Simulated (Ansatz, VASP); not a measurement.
## Two plane-wave programs on Cs3Ir

```xyz
8
Lattice="10.0584 0.0000 0.0000 -5.0292 8.7108 0.0000 0.0000 0.0000 4.6999" Properties=species:S:1:pos:R:3 pbc="T T T"
Cs    5.0292    5.1541    1.1750
Cs   -1.9490    6.9325    3.5249
Cs    3.0802    1.7784    1.1750
Cs    0.0000    3.5567    3.5249
Cs    6.9782    1.7784    1.1750
Cs    1.9490    6.9325    3.5249
Ir    0.0000    5.8072    1.1750
Ir    5.0292    2.9036    3.5249
```

Alike in both runs: functional PBE; k mesh 3 × 3 × 4; occupations gaussian, width 0.1 eV; no spin polarisation.

Ansatz relaxed the structure, and its values are those at the end. VASP's run is a single point on that final structure, the one shown.

```csv
,VASP,Ansatz
version,VASP 6.6.1,Ansatz 0.2.0
potentials or method,"VASP PAW PBE potentials, release 64 (Cs_sv, Ir), cutoff 520 eV","scalar-relativistic, plane waves, PAW"
valence electrons in the cell,72,88
```

```tsv
	VASP	Ansatz	Ansatz less VASP
pressure (GPa)	0.3	0.1	-0.16
rms of the force components (eV/Å)	0.028	0.001	-0.0268
```

With one functional, cell and mesh, what is left measures potentials, basis and numerics. VASP's potentials hold 72 valence electrons a cell and Ansatz's 88, so a difference there can come from the potentials and not from the codes.

Neither program's run includes spin-orbit coupling.
